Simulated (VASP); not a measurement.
# ZnS (I-4m2) in VASP: further runs

ZnS is run at these levels: r2SCAN; tasks: single point.

All numbers are computed with VASP 6.6.1; they aren't measurements. Logs are shortened: lines on timing, memory, paths and dates and some standing lists are left out, and cuts for length are marked.

### 1 The cell of the first run

It takes space group I-4m2 (No. 119, tetragonal). The conventional cell has a = 4.294 Å, b = 4.294 Å, c = 4.293 Å, α = 90.00°, β = 90.00°, γ = 90.00°. Zn (site symmetry -4m2) has 4 S at 2.40 Å within 3.2 Å. Within 3.2 Å of S (site symmetry -4m2) lie 4 Zn at 2.40 Å.

### 2 Single point, r2SCAN

Input file POSCAR:

```
ZnS
1.0
    0.0000000000      3.0360198112      2.1464660065
    3.0360198112      0.0000000000      2.1464660065
    3.0360198112      3.0360198112      0.0000000000
Zn S
1 1
Direct
    0.0000000000      0.0000000000      0.0000000000
    0.7500000000      0.7500000000      0.7500000000
```

Input file INCAR.step1:

```
SYSTEM = ZnS
PREC = Accurate
ENCUT = 520
ISMEAR = 0
SIGMA = 0.05
LREAL = .FALSE.
LASPH = .TRUE.
NELM = 60
NBANDS = 16
GGA = PE
ALGO = Normal
EDIFF = 1E-4
LWAVE = .TRUE.
LCHARG = .FALSE.
```

Input file INCAR.step2:

```
SYSTEM = ZnS
PREC = Accurate
ENCUT = 520
EDIFF = 1E-6
ISMEAR = 0
SIGMA = 0.05
LREAL = .FALSE.
LASPH = .TRUE.
NELM = 60
ALGO = Normal
ISIF = 2
LWAVE = .FALSE.
LCHARG = .FALSE.
METAGGA = R2SCAN
LMIXTAU = .TRUE.
NBANDS = 16
ISTART = 1
```

Input file KPOINTS:

```
Automatic mesh
0
G
  8 8 8
  0 0 0
```

Potentials or basis: VASP PAW PBE potentials, release 64 (Zn, S).

Run with:

```
$ cat potpaw_PBE.64/Zn/POTCAR potpaw_PBE.64/S/POTCAR > POTCAR
$ cp INCAR.step1 INCAR
$ mpirun -np 1 vasp_std > vasp.out
$ cp INCAR.step2 INCAR
$ mpirun -np 1 vasp_std > vasp.out
```

OUTCAR:

```text
SYSTEM = ZnS
   PREC = Accurate
   ENCUT = 520
   EDIFF = 1E-6
   ISMEAR = 0
   LREAL = .FALSE.
   LASPH = .TRUE.
   NELM = 60
   ISIF = 2
   METAGGA = R2SCAN
   ISTART = 1

 ion  position               nearest neighbor table
   1  0.000  0.000  0.000-   2 2.40   2 2.40   2 2.40   2 2.40
   2  0.750  0.750  0.750-   1 2.40   1 2.40   1 2.40   1 2.40

  LATTYP: Found a body centered tetragonal cell.
 ALAT       =     4.2935803926
 C/A-ratio  =     0.9998489886

  Lattice vectors:

 A1 = (   0.0000000000,  -3.0360198112,  -2.1464660065)
 A2 = (   0.0000000000,   3.0360198112,  -2.1464660065)
 A3 = (   3.0360198112,   0.0000000000,   2.1464660065)

Analysis of symmetry for initial positions (statically):
=====================================================================
 Subroutine PRICEL returns:
 Original cell was already a primitive cell.

 Routine SETGRP: Setting up the symmetry group for a
 body centered tetragonal supercell.

 Subroutine GETGRP returns: Found  8 space group operations
 (whereof  8 operations were pure point group operations)
 out of a pool of 16 trial point group operations.

The static configuration has the point symmetry D_2d.

Analysis of symmetry for dynamics (positions and initial velocities):
=====================================================================
 Subroutine PRICEL returns:
 Original cell was already a primitive cell.

 Routine SETGRP: Setting up the symmetry group for a
 body centered tetragonal supercell.

 Subroutine GETGRP returns: Found  8 space group operations
 (whereof  8 operations were pure point group operations)
 out of a pool of 16 trial point group operations.

The dynamic configuration has the point symmetry D_2d.

 Subroutine INISYM returns: Found  8 space group operations
 (whereof  8 operations are pure point group operations),
 and found     1 'primitive' translations

----------------------------------------------------------------------------------------

                                     Primitive cell

  volume of cell :      39.5697

  direct lattice vectors                    reciprocal lattice vectors
     0.000000000  3.036019811  2.146466006    -0.164689307  0.164689307  0.232941029
     3.036019811  0.000000000  2.146466006     0.164689307 -0.164689307  0.232941029
     3.036019811  3.036019811  0.000000000     0.164689307  0.164689307 -0.232941029

  length of vectors
     3.718162532  3.718162532  4.293580393     0.329403489  0.329403489  0.329403489

  position of ions in fractional coordinates (direct lattice)
     0.000000000  0.000000000  0.000000000
     0.750000000  0.750000000  0.750000000

  ion indices of the primitive-cell ions
   primitive index   ion index
                 1           1
                 2           2

----------------------------------------------------------------------------------------

 KPOINTS: Automatic mesh

Automatic generation of k-mesh.
 Grid dimensions read from file:
 generate k-points for:    8    8    8

 Generating k-lattice:

  Cartesian coordinates                     Fractional coordinates (reciprocal lattice)
    -0.020586163  0.020586163  0.029117629     0.125000000  0.000000000  0.000000000
     0.020586163 -0.020586163  0.029117629     0.000000000  0.125000000  0.000000000
     0.020586163  0.020586163 -0.029117629    -0.000000000 -0.000000000  0.125000000

  Length of vectors
     0.041175436  0.041175436  0.041175436

  Shift w.r.t. Gamma in fractional coordinates (k-lattice)
     0.000000000  0.000000000  0.000000000

 Subroutine IBZKPT returns following result:
 ===========================================

 Found     59 irreducible k-points:

 Following reciprocal coordinates:
            Coordinates               Weight
  0.000000  0.000000  0.000000      1.000000
  0.125000  0.000000  0.000000      8.000000
  0.250000  0.000000  0.000000      8.000000
  0.375000  0.000000  0.000000      8.000000
  0.500000  0.000000  0.000000      4.000000
  0.125000  0.125000  0.000000      2.000000
[... 16 lines left out ...]
  0.250000  0.000000  0.125000     16.000000
  0.375000  0.000000  0.125000     16.000000
 [... further k-points ...]
   k-points           NKPTS =     59   k-points in BZ     NKDIM =     59   number of bands    NBANDS=     16
   number of dos      NEDOS =    301   number of ions     NIONS =      2
   total plane-waves  NPLWV =  25088
   dimension x,y,z NGX =    28 NGY =   28 NGZ =   32
   dimension x,y,z NGXF=    56 NGYF=   56 NGZF=   64
   ions per type =               1   1
   NGX,Y,Z   is equivalent  to a cutoff of  12.52, 12.52, 12.39 a.u.
   NGXF,Y,Z  is equivalent  to a cutoff of  25.04, 25.04, 24.78 a.u.
 SYSTEM =  ZnS
   PREC   = accura    normal or accurate (medium, high low for compatibility)
   ISTART =      1    job   : 0-new  1-cont  2-samecut
   ICHARG =      0    charge: 1-file 2-atom 10-const
   ISPIN  =      1    spin polarized calculation?
   LNONCOLLINEAR =      F non collinear calculations
   LSORBIT =      F    spin-orbit coupling
   LASPH  =      T    aspherical Exc in radial PAW
   ENCUT  =  520.0 eV  38.22 Ry    6.18 a.u.   6.91  6.91  7.98*2*pi/ulx,y,z
   NELM   =     60;   NELMIN=  2; NELMDL=  0     # of ELM steps
   EDIFF  = 0.1E-05   stopping-criterion for ELM
   LREAL  =      F    real-space projection
   EDIFFG = 0.1E-04   stopping-criterion for IOM
   NSW    =      0    number of steps for IOM
   IBRION =     -1    ionic relax: 0-MD 1-quasi-New 2-CG
   NFREE  =      0    steps in history (QN), initial steepest desc. (CG)
   ISIF   =      2    stress and relaxation
   ISYM   =      2    0-nonsym 1-usesym 2-fastsym
   POTIM  = 0.5000    time-step for ionic-motion
   TEBEG  =    0.0;   TEEND  =   0.0 temperature during run
   PSTRESS=    0.0 pullay stress
   NELECT =      18.0000    total number of electrons
   NUPDOWN=      -1.0000    fix difference up-down
   EMIN   =  10.00;   EMAX   =-10.00  energy-range for DOS
   EFERMI =   0.00;   METHOD = LEGACY
   ISMEAR =     0;   SIGMA  =   0.05  broadening in eV -4-tet -1-fermi 0-gaus
   EFERMI_NEDOS =   21; number of points for ismear=-14 and -15
   IALGO  =     38    algorithm
   IMIX   =      4    mixing-type and parameters
     AMIX     =   0.40;   BMIX     =  1.00
     AMIX_MAG =   1.60;   BMIX_MAG =  1.00
  volume/ion in A,a.u.               =      19.78       133.51
  Fermi-wavevector in a.u.,A,eV,Ry     =   1.259055  2.379268 21.568210  1.585219
  Thomas-Fermi vector in A             =   2.392634
   LORBIT       =      0    0 simple, 1 ext, 2 COOP (PROOUT), +10 PAW based schemes
   METAGGA = R2SCAN    functional components
   LHFCALC =     F    Hartree Fock is set to
   AEXX    =    0.0000 exact exchange contribution
   IVDW    =     0    specifies the selected vdW correction
   LEPSILON=     F    determine dielectric tensor
   LRPA    =     F    only Hartree local field effects (RPA)
 non-spin polarized calculation
 Gauss-broadening in eV      SIGMA  =   0.05
  energy-cutoff  :      520.00
  volume of cell :       39.57
 maximum number of plane-waves:      1088
   NGX = 13   NGY = 13   NGZ = 15

 number of electron      17.9999990 magnetization

 Free energy of the ion-electron system (eV)
  ---------------------------------------------------
  ext. energy  EPLUGINS =         0.00000000
  ---------------------------------------------------
  free energy    TOTEN  =       -18.57001204 eV

  energy without entropy =      -18.57001204  energy(sigma->0) =      -18.57001204

 E-fermi :   2.4751     XC(G=0): -10.3354

 val. band max:        2.1800060939   @ k =   0.0000   0.0000   0.0000
 cond. band min:       4.0132168964   @ k =   0.5000   0.5000   0.0000
 fundamental gap:      1.8332108025
 Fermi energy:         2.4750832284

 k-point     1 :       0.0000    0.0000    0.0000
  band No.  band energies     occupation
      1     -11.6280      2.00000
      2      -4.5753      2.00000
      3      -4.5752      2.00000
      4      -4.4733      2.00000
      5      -4.2125      2.00000
      6      -4.1725      2.00000
[... 8 lines left out ...]
     15      13.1461      0.00000
     16      15.0136      0.00000

 k-point     2 :       0.1250    0.0000    0.0000
  band No.  band energies     occupation
      1     -11.4992      2.00000
      2      -4.5840      2.00000
      3      -4.5708      2.00000
      4      -4.4585      2.00000
      5      -4.2023      2.00000
      6      -4.1722      2.00000
[... 8 lines left out ...]
     15      12.9212      0.00000
     16      15.6748      0.00000

 k-point     3 :       0.2500    0.0000    0.0000
  band No.  band energies     occupation
      1     -11.1625      2.00000
      2      -4.5896      2.00000
      3      -4.5696      2.00000
      4      -4.4060      2.00000
      5      -4.1676      2.00000
      6      -4.1642      2.00000
[... 8 lines left out ...]
     15      13.1086      0.00000
     16      16.8044      0.00000

 k-point     4 :       0.3750    0.0000    0.0000
  band No.  band energies     occupation
      1     -10.7796      2.00000
      2      -4.5801      2.00000
      3      -4.5181      2.00000
      4      -4.3293      2.00000
      5      -4.1382      2.00000
      6      -4.1081      2.00000
[... 8 lines left out ...]
     15      15.3818      0.00000
     16      15.7545      0.00000
[... 324 lines left out ...]
 k-point    22 :       0.1250    0.0000    0.1250
  band No.  band energies     occupation
      1     -11.4917      2.00000
      2      -4.5899      2.00000
      3      -4.5665      2.00000
      4      -4.4292      2.00000
      5      -4.2136      2.00000
      6      -4.1766      2.00000
[... 8 lines left out ...]
     15      12.7107      0.00000
     16      15.7090      0.00000

 k-point    23 :       0.2500    0.0000    0.1250
  band No.  band energies     occupation
      1     -11.2510      2.00000
      2      -4.5946      2.00000
      3      -4.5588      2.00000
      4      -4.3834      2.00000
      5      -4.2105      2.00000
      6      -4.1662      2.00000
[... 8 lines left out ...]
     15      12.9802      0.00000
     16      16.1419      0.00000

 k-point    24 :       0.3750    0.0000    0.1250
  band No.  band energies     occupation
      1     -10.8826      2.00000
      2      -4.5762      2.00000
      3      -4.5254      2.00000
      4      -4.3323      2.00000
      5      -4.1959      2.00000
      6      -4.1214      2.00000
[... 8 lines left out ...]
     15      14.1780      0.00000
     16      15.8998      0.00000

 [... further k-points ...]
[... 5 lines left out ...]
  --------------------------------------------------------------------------------------
  -------------------------------------------------------------------------------------
  Total       -1.7017931     -1.7017931      0.5567666      0.0000000      0.0000000      0.0000000
  in kB      -68.9055384    -68.9055384     22.5434591      0.0000000      0.0000000      0.0000000
  external PRESSURE =     -38.4225392 kB  Pullay stress =       0.0000000 kB

 VOLUME and BASIS-vectors are now :
 -----------------------------------------------------------------------------
  energy-cutoff  :      520.00
  volume of cell :       39.57
      direct lattice vectors                 reciprocal lattice vectors
     0.000000000  3.036019811  2.146466006    -0.164689307  0.164689307  0.232941029
     3.036019811  0.000000000  2.146466006     0.164689307 -0.164689307  0.232941029
     3.036019811  3.036019811  0.000000000     0.164689307  0.164689307 -0.232941029

 POSITION                                       TOTAL-FORCE (eV/Angst)
 -----------------------------------------------------------------------------------
      0.00000      0.00000      0.00000         0.000000      0.000000      0.000000
      4.55403      4.55403      3.21970        -0.000000     -0.000000     -0.000000
 -----------------------------------------------------------------------------------
    total drift:                               -0.001279     -0.001279      0.000883

  FREE ENERGIE OF THE ION-ELECTRON SYSTEM (eV)
  ---------------------------------------------------
  free  energy   TOTEN  =       -18.5700120376 eV

  energy  without entropy=      -18.5700120376  energy(sigma->0) =      -18.57001204
```

Run time: 65 s. Hardware: 1 thread of Intel Xeon 6975P-C (Granite Rapids), shared host; peak memory 0.19 GiB.

What came out:

```
Free energy            : -18.5700 eV
Pressure               : -3.8 GPa
Band gap on the k mesh : 1.83 eV, indirect (least direct gap 1.92 eV)
```

Stress tensor (GPa, compression positive):
```
-6.89  0.00  0.00
 0.00 -6.89  0.00
 0.00  0.00  2.25
```

Levels at points of the mesh, in eV from the valence-band top:
```csv
k point,band 7,band 8,band 9,band 10,band 11,band 12
"(0.00, 0.00, 0.00)",-0.75,-0.75,0.00,1.92,7.35,7.43
"(0.50, 0.00, 0.00)",-5.28,-1.91,-0.73,2.48,5.86,8.73
"(0.50, 0.50, 0.00)",-3.56,-3.56,-3.31,1.83,3.11,11.94
"(0.50, 0.00, 0.50)",-5.34,-1.86,-1.31,4.29,5.73,9.40
```

Caveat: the PAW data sets were made with another functional, which shifts forces and pressure a little. A k mesh can miss the band edges.

### 3 Single point, r2SCAN

This run uses another cell than the first one, of the same volume but with other edges.

Input file POSCAR:

```
ZnS
1.0
    0.0000000000      2.4096905210      3.4073023967
    2.4096905210      0.0000000000      3.4073023967
    2.4096905210      2.4096905210      0.0000000000
Zn S
1 1
Direct
    0.0000000000      0.0000000000      0.0000000000
    0.7500000000      0.7500000000      0.7500000000
```

Input file INCAR.step1:

```
SYSTEM = ZnS
  PREC = Accurate
  ENCUT = 520
  ISMEAR = 0
  SIGMA = 0.05
  LREAL = .False.
  LASPH = .True.
  NELM = 80
  NBANDS = 16
  GGA = PE
  ALGO = Normal
  EDIFF = 1E-4
  LWAVE = .True.
  LCHARG = .False.
```

Input file INCAR.step2:

```
SYSTEM = ZnS
  PREC = Accurate
  ENCUT = 520
  EDIFF = 1E-7
  ISMEAR = 0
  SIGMA = 0.05
  LREAL = .False.
  LASPH = .True.
  NELM = 80
  ALGO = Normal
  ISIF = 2
  LWAVE = .False.
  LCHARG = .True.
  METAGGA = R2SCAN
  LMIXTAU = .True.
  LELF = .True.
  LVHAR = .True.
  NBANDS = 16
  ISTART = 1
```

Input file KPOINTS:

```
regular mesh
0
Gamma
  8 8 8
  0 0 0
```

Potentials or basis: VASP PAW PBE potentials, release 64 (Zn, S).

Run with:

```
$ cat potpaw_PBE.64/Zn/POTCAR potpaw_PBE.64/S/POTCAR > POTCAR
$ cp INCAR.step1 INCAR
$ mpirun -np 1 vasp_std > vasp.out
$ cp INCAR.step2 INCAR
$ mpirun -np 1 vasp_std > vasp.out
```

Wall time 74 s (1 thread of Intel Xeon 6975P-C (Granite Rapids), shared host); peak memory 0.19 GiB.

The run converged. Its results:

* Free energy: -18.2115 eV
* Pressure: -2.7 GPa
* Band gap on the k mesh: 0.92 eV, indirect (least direct gap 0.97 eV)

Stress tensor (GPa, compression positive):
```
  6.29   0.00   0.00
  0.00   6.29   0.00
  0.00   0.00 -20.74
```

Levels at points of the mesh, in eV from the valence-band top:
```csv
k point,band 7,band 8,band 9,band 10,band 11,band 12
"(0.00, 0.00, 0.00)",-2.23,-0.05,-0.05,0.92,6.96,6.96
"(0.50, 0.00, 0.00)",-5.62,-2.58,-0.22,1.57,7.35,8.41
"(0.50, 0.50, 0.00)",-6.49,-1.32,-1.32,4.88,5.92,8.22
"(0.50, 0.00, 0.50)",-4.33,-3.42,-2.83,2.66,2.95,8.54
```

Caveat: the PAW data sets were made with another functional, which shifts forces and pressure a little. A k mesh can miss the band edges.
